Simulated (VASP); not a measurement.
# GaCuSe2 (I-42d) in VASP: single point with PBEsol

Aim: the single point of GaCuSe2 with PBEsol.

Everything below comes from runs of VASP 6.6.1. Logs are shortened: lines on timing, memory, paths and dates and some standing lists are left out, and cuts for length are marked.

**Experimental background.**

“Growth and anisotropy of transport properties of CuGaSe2 single crystals”, 2018, pmc:6251020 reports, for a bulk crystal of GaCuSe2: band gap 1.7 eV.

The runs below are set against these values where they give the same quantity.

## 1. The cell of the first run

It takes space group I-42d (No. 122, tetragonal). The conventional cell has a = 5.570 Å, b = 5.570 Å, c = 11.074 Å, α = 90.00°, β = 90.00°, γ = 90.00°. Within 3.2 Å of Ga (site symmetry -4) lie 4 Se at 2.43 Å. Cu (site symmetry -4) has 4 Se at 2.38 Å within 3.1 Å. Se (site symmetry 2) has 2 Cu at 2.38 Å and 2 Ga at 2.43 Å within 3.1 Å.

## 2. Single point, PBEsol

File INCAR:

```
SYSTEM = GaCuSe2
PREC = Accurate
ENCUT = 520
EDIFF = 1E-6
ISMEAR = 0
SIGMA = 0.01
LREAL = .False.
LASPH = .True.
NELM = 100
ALGO = Normal
ISIF = 2
LWAVE = .False.
LCHARG = .False.
GGA = PS
NBANDS = 46
```

File KPOINTS:

```
regular mesh
0
Gamma
  4 4 4
  0 0 0
```

File POSCAR:

```
GaCuSe2
1.0
   -2.7848711828      2.7848711828      5.5371861983
    2.7848711828     -2.7848711828      5.5371861983
    2.7848711828      2.7848711828     -5.5371861983
Ga Cu Se
2 2 4
Direct
    0.5000000000      0.5000000000      0.0000000000
    0.2500000000      0.7500000000      0.5000000000
    0.0000000000      0.0000000000      0.0000000000
    0.7500000000      0.2500000000      0.5000000000
    0.3750000000      0.3667950911      0.4917950911
    0.6332049089      0.1250000000      1.0082049089
    0.8750000000      0.8832049089      0.5082049089
    0.1167950911      0.6250000000     -0.0082049089
```

Potentials or basis: VASP PAW PBE potentials, release 64 (Ga_d, Cu, Se).

The run is started by

```console
$ cat potpaw_PBE.64/Ga_d/POTCAR potpaw_PBE.64/Cu/POTCAR potpaw_PBE.64/Se/POTCAR > POTCAR
$ mpirun -np 1 vasp_std > vasp.out
```

OUTCAR:

```text
SYSTEM = GaCuSe2
   PREC = Accurate
   ENCUT = 520
   EDIFF = 1E-6
   ISMEAR = 0
   LREAL = .False.
   LASPH = .True.
   NELM = 100
   ISIF = 2
   GGA = PS

 ion  position               nearest neighbor table
   1  0.500  0.500  0.000-   7 2.43   6 2.43   5 2.43   8 2.43
   2  0.250  0.750  0.500-   6 2.43   7 2.43   8 2.43   5 2.43
   3  0.000  0.000  0.000-   5 2.38   6 2.38   7 2.38   8 2.38
   4  0.750  0.250  0.500-   5 2.38   6 2.38   7 2.38   8 2.38
   5  0.375  0.367  0.492-   3 2.38   4 2.38   1 2.43   2 2.43
   6  0.633  0.125  0.008-   3 2.38   4 2.38   1 2.43   2 2.43
   7  0.875  0.883  0.508-   3 2.38   4 2.38   2 2.43   1 2.43
   8  0.117  0.625  0.992-   3 2.38   4 2.38   2 2.43   1 2.43

  LATTYP: Found a body centered tetragonal cell.
 ALAT       =     5.5697423656
 C/A-ratio  =     1.9883096326

  Lattice vectors:

 A1 = (  -2.7848711828,   2.7848711828,   5.5371861983)
 A2 = (   2.7848711828,  -2.7848711828,   5.5371861983)
 A3 = (   2.7848711828,   2.7848711828,  -5.5371861983)

Analysis of symmetry for initial positions (statically):
=====================================================================
 Subroutine PRICEL returns:
 Original cell was already a primitive cell.

 Routine SETGRP: Setting up the symmetry group for a
 body centered tetragonal supercell.

 Subroutine GETGRP returns: Found  8 space group operations
 (whereof  4 operations were pure point group operations)
 out of a pool of 16 trial point group operations.

The static configuration has the point symmetry S_4 .
 The point group associated with its full space group is D_2d.

Analysis of symmetry for dynamics (positions and initial velocities):
=====================================================================
 Subroutine PRICEL returns:
 Original cell was already a primitive cell.

 Routine SETGRP: Setting up the symmetry group for a
 body centered tetragonal supercell.

 Subroutine GETGRP returns: Found  8 space group operations
 (whereof  4 operations were pure point group operations)
 out of a pool of 16 trial point group operations.

The dynamic configuration has the point symmetry S_4 .
 The point group associated with its full space group is D_2d.

 Subroutine INISYM returns: Found  8 space group operations
 (whereof  4 operations are pure point group operations),
 and found     1 'primitive' translations

----------------------------------------------------------------------------------------

                                     Primitive cell

  volume of cell :     171.7748

  direct lattice vectors                    reciprocal lattice vectors
    -2.784871183  2.784871183  5.537186198     0.000000000  0.179541518  0.090298571
     2.784871183 -2.784871183  5.537186198     0.179541518  0.000000000  0.090298571
     2.784871183  2.784871183 -5.537186198     0.179541518  0.179541518  0.000000000

  length of vectors
     6.794957395  6.794957395  6.794957395     0.200970119  0.200970119  0.253910050

  position of ions in fractional coordinates (direct lattice)
     0.500000000  0.500000000  0.000000000
     0.250000000  0.750000000  0.500000000
     0.000000000  0.000000000  0.000000000
     0.750000000  0.250000000  0.500000000
     0.375000000  0.366795091  0.491795091
     0.633204909  0.125000000  0.008204909
     0.875000000  0.883204909  0.508204909
     0.116795091  0.625000000  0.991795091

  ion indices of the primitive-cell ions
   primitive index   ion index
                 1           1
                 2           2
                 3           3
                 4           4
                 5           5
                 6           6
                 7           7
                 8           8

----------------------------------------------------------------------------------------

 KPOINTS: regular mesh

Automatic generation of k-mesh.
 Grid dimensions read from file:
 generate k-points for:    4    4    4

 Generating k-lattice:

  Cartesian coordinates                     Fractional coordinates (reciprocal lattice)
     0.000000000  0.044885380  0.022574643     0.250000000  0.000000000 -0.000000000
     0.044885380  0.000000000  0.022574643     0.000000000  0.250000000 -0.000000000
     0.044885380  0.044885380  0.000000000     0.000000000  0.000000000  0.250000000

  Length of vectors
     0.050242530  0.050242530  0.063477512

  Shift w.r.t. Gamma in fractional coordinates (k-lattice)
     0.000000000  0.000000000  0.000000000

 Subroutine IBZKPT returns following result:
 ===========================================

 Found     13 irreducible k-points:

 Following reciprocal coordinates:
            Coordinates               Weight
  0.000000  0.000000  0.000000      1.000000
  0.250000  0.000000 -0.000000      8.000000
  0.500000  0.000000 -0.000000      4.000000
  0.250000  0.250000 -0.000000      8.000000
  0.500000  0.250000 -0.000000     16.000000
 -0.250000  0.250000  0.000000      4.000000
  0.500000  0.500000 -0.000000      2.000000
  0.250000  0.250000  0.250000      2.000000
 -0.250000  0.250000  0.250000      4.000000
  0.500000  0.500000  0.250000      4.000000
 -0.250000  0.500000  0.250000      8.000000
 -0.250000 -0.250000  0.250000      2.000000
  0.500000  0.500000  0.500000      1.000000
   k-points           NKPTS =     13   k-points in BZ     NKDIM =     13   number of bands    NBANDS=     46
   number of dos      NEDOS =    301   number of ions     NIONS =      8
   total plane-waves  NPLWV = 157464
   dimension x,y,z NGX =    54 NGY =   54 NGZ =   54
   dimension x,y,z NGXF=   108 NGYF=  108 NGZF=  108
   ions per type =               2   2   4
   NGX,Y,Z   is equivalent  to a cutoff of  13.21, 13.21, 13.21 a.u.
   NGXF,Y,Z  is equivalent  to a cutoff of  26.42, 26.42, 26.42 a.u.
 SYSTEM =  GaCuSe2
   PREC   = accura    normal or accurate (medium, high low for compatibility)
   ISTART =      0    job   : 0-new  1-cont  2-samecut
   ICHARG =      2    charge: 1-file 2-atom 10-const
   ISPIN  =      1    spin polarized calculation?
   LNONCOLLINEAR =      F non collinear calculations
   LSORBIT =      F    spin-orbit coupling
   LASPH  =      T    aspherical Exc in radial PAW
   ENCUT  =  520.0 eV  38.22 Ry    6.18 a.u.  12.63 12.63 12.63*2*pi/ulx,y,z
   NELM   =    100;   NELMIN=  2; NELMDL= -5     # of ELM steps
   EDIFF  = 0.1E-05   stopping-criterion for ELM
   LREAL  =      F    real-space projection
   EDIFFG = 0.1E-04   stopping-criterion for IOM
   NSW    =      0    number of steps for IOM
   IBRION =     -1    ionic relax: 0-MD 1-quasi-New 2-CG
   NFREE  =      0    steps in history (QN), initial steepest desc. (CG)
   ISIF   =      2    stress and relaxation
   ISYM   =      2    0-nonsym 1-usesym 2-fastsym
   POTIM  = 0.5000    time-step for ionic-motion
   TEBEG  =    0.0;   TEEND  =   0.0 temperature during run
   PSTRESS=    0.0 pullay stress
   NELECT =      72.0000    total number of electrons
   NUPDOWN=      -1.0000    fix difference up-down
   EMIN   =  10.00;   EMAX   =-10.00  energy-range for DOS
   EFERMI =   0.00;   METHOD = LEGACY
   ISMEAR =     0;   SIGMA  =   0.01  broadening in eV -4-tet -1-fermi 0-gaus
   EFERMI_NEDOS =   21; number of points for ismear=-14 and -15
   IALGO  =     38    algorithm
   IMIX   =      4    mixing-type and parameters
     AMIX     =   0.40;   BMIX     =  1.00
     AMIX_MAG =   1.60;   BMIX_MAG =  1.00
  volume/ion in A,a.u.               =      21.47       144.90
  Fermi-wavevector in a.u.,A,eV,Ry     =   1.225178  2.315251 20.423179  1.501061
  Thomas-Fermi vector in A             =   2.360226
   LORBIT       =      0    0 simple, 1 ext, 2 COOP (PROOUT), +10 PAW based schemes
   GGA     = PS    functional components
   LHFCALC =     F    Hartree Fock is set to
   AEXX    =    0.0000 exact exchange contribution
   IVDW    =     0    specifies the selected vdW correction
   LEPSILON=     F    determine dielectric tensor
   LRPA    =     F    only Hartree local field effects (RPA)
 non-spin polarized calculation
 Gauss-broadening in eV      SIGMA  =   0.01
  energy-cutoff  :      520.00
  volume of cell :      171.77
 maximum number of plane-waves:      4664
 NGX is ok and might be reduce to    54
   NGX = 25   NGY = 25   NGZ = 25

 number of electron      72.0000014 magnetization

 Free energy of the ion-electron system (eV)
  ---------------------------------------------------
  ext. energy  EPLUGINS =         0.00000000
  ---------------------------------------------------
  free energy    TOTEN  =       -34.39565807 eV

  energy without entropy =      -34.39565807  energy(sigma->0) =      -34.39565807

 E-fermi :   4.1219     XC(G=0):  -9.8984

 val. band max:        4.0540431018   @ k =   0.0000   0.0000   0.0000
 cond. band min:       4.1950220460   @ k =   0.0000   0.0000   0.0000
 fundamental gap:      0.1409789442
 Fermi energy:         4.1218576334

 k-point     1 :       0.0000    0.0000    0.0000
  band No.  band energies     occupation
      1     -11.4757      2.00000
      2     -11.4738      2.00000
      3     -11.4738      2.00000
      4     -11.3201      2.00000
      5     -11.3052      2.00000
      6     -11.3052      2.00000
[... 38 lines left out ...]
     45       8.9190      0.00000
     46       9.2140      0.00000

 k-point     2 :       0.2500    0.0000   -0.0000
  band No.  band energies     occupation
      1     -11.4855      2.00000
      2     -11.4778      2.00000
      3     -11.4642      2.00000
      4     -11.3411      2.00000
      5     -11.3154      2.00000
      6     -11.3028      2.00000
[... 38 lines left out ...]
     45       9.1395      0.00000
     46       9.7277      0.00000

 k-point     3 :       0.5000    0.0000   -0.0000
  band No.  band energies     occupation
      1     -11.4948      2.00000
      2     -11.4818      2.00000
      3     -11.4508      2.00000
      4     -11.3666      2.00000
      5     -11.3172      2.00000
      6     -11.3009      2.00000
[... 479 lines left out ...]
     45       9.2833      0.00000
     46       9.2833      0.00000

 k-point    13 :       0.5000    0.5000    0.5000
  band No.  band energies     occupation
      1     -11.4778      2.00000
      2     -11.4778      2.00000
      3     -11.4242      2.00000
      4     -11.4242      2.00000
      5     -11.2962      2.00000
      6     -11.2962      2.00000
[... 38 lines left out ...]
     45      10.6831      0.00000
     46      10.6836      0.00000

------------------------ aborting loop because EDIFF is reached ----------------------------------------

  FORCE on cell =-STRESS in cart. coord.  units (eV):
  Direction    XX          YY          ZZ          XY          YZ          ZX
  --------------------------------------------------------------------------------------
  -------------------------------------------------------------------------------------
  Total        0.1834568      0.1834568      0.1707598      0.0000000     -0.0000000      0.0000000
  in kB        1.7111381      1.7111381      1.5927108      0.0000000     -0.0000000      0.0000000
  external PRESSURE =       1.6716624 kB  Pullay stress =       0.0000000 kB

 VOLUME and BASIS-vectors are now :
 -----------------------------------------------------------------------------
  energy-cutoff  :      520.00
  volume of cell :      171.77
      direct lattice vectors                 reciprocal lattice vectors
    -2.784871183  2.784871183  5.537186198     0.000000000  0.179541518  0.090298571
     2.784871183 -2.784871183  5.537186198     0.179541518  0.000000000  0.090298571
     2.784871183  2.784871183 -5.537186198     0.179541518  0.179541518  0.000000000

 POSITION                                       TOTAL-FORCE (eV/Angst)
 -----------------------------------------------------------------------------------
      0.00000      0.00000      5.53719         0.000000      0.000000      0.000000
      2.78487      0.00000      2.76859         0.000000      0.000000     -0.000000
      0.00000      0.00000      0.00000         0.000000      0.000000      0.000000
      0.00000      2.78487      2.76859         0.000000      0.000000     -0.000000
      1.34674      1.39244      1.38430         0.034196      0.000000     -0.000000
     -1.39244      1.43813      4.15289         0.000000     -0.034196     -0.000000
      1.43813      1.39244      6.92148        -0.034196      0.000000     -0.000000
      4.17731      1.34674     -1.38430         0.000000      0.034196     -0.000000
 -----------------------------------------------------------------------------------
    total drift:                                0.000003      0.000003      0.000002

  FREE ENERGIE OF THE ION-ELECTRON SYSTEM (eV)
  ---------------------------------------------------
  free  energy   TOTEN  =       -34.3956580673 eV

  energy  without entropy=      -34.3956580673  energy(sigma->0) =      -34.39565807
```

Run time: 2.7 min. Hardware: 1 thread of Intel Xeon Platinum 8375C at 2.90GHz (Ice Lake), shared host; peak memory 0.45 GiB.

Results:

```
Free energy            : -34.3957 eV
Pressure               : 0.2 GPa
Largest force          : 0.034 eV/Å
Band gap on the k mesh : 0.14 eV, direct
```

Forces in eV/Å, atoms in the order of the input:
```
Ga   0.000  0.000  0.000
Ga   0.000  0.000  0.000
Cu   0.000  0.000  0.000
Cu   0.000  0.000  0.000
Se   0.034  0.000  0.000
Se   0.000 -0.034  0.000
Se  -0.034  0.000  0.000
Se   0.000  0.034  0.000
```

Levels at points of the mesh, in eV from the valence-band top:
```tsv
k point	band 33	band 34	band 35	band 36	band 37	band 38	band 39	band 40
(0.00, 0.00, 0.00)	-1.73	-0.09	-0.09	0.00	0.14	1.77	2.09	3.89
(0.50, 0.00, 0.00)	-1.43	-1.33	-1.25	-0.63	2.15	2.50	3.10	4.03
(0.50, 0.50, 0.00)	-0.89	-0.89	-0.54	-0.54	1.04	1.04	3.31	3.31
(0.50, 0.50, 0.50)	-1.31	-1.31	-0.99	-0.99	1.70	1.70	1.77	1.77
```

Caveat: the PAW data sets were made with another functional, which shifts forces and pressure a little.

## 3. Comparison with measurements

Step 2. A measured gap of GaCuSe2 is 1.7 eV (“Growth and anisotropy of transport properties of CuGaSe2 single crystals”, 2018, pmc:6251020); the calculated 0.14 eV misses it by -1.56 eV. So large a miss can be the level of theory's own, or it may mean another phase, state or a wrong row. 2 values of this kind are on record in papers (1.7 to 1.72 eV); this one was drawn at random among those near their median. Spin-orbit coupling on Ga, Se is left out. The value is that of PBEsol, without temperature or zero-point motion. Semilocal functionals fall short of measured gaps as a rule.
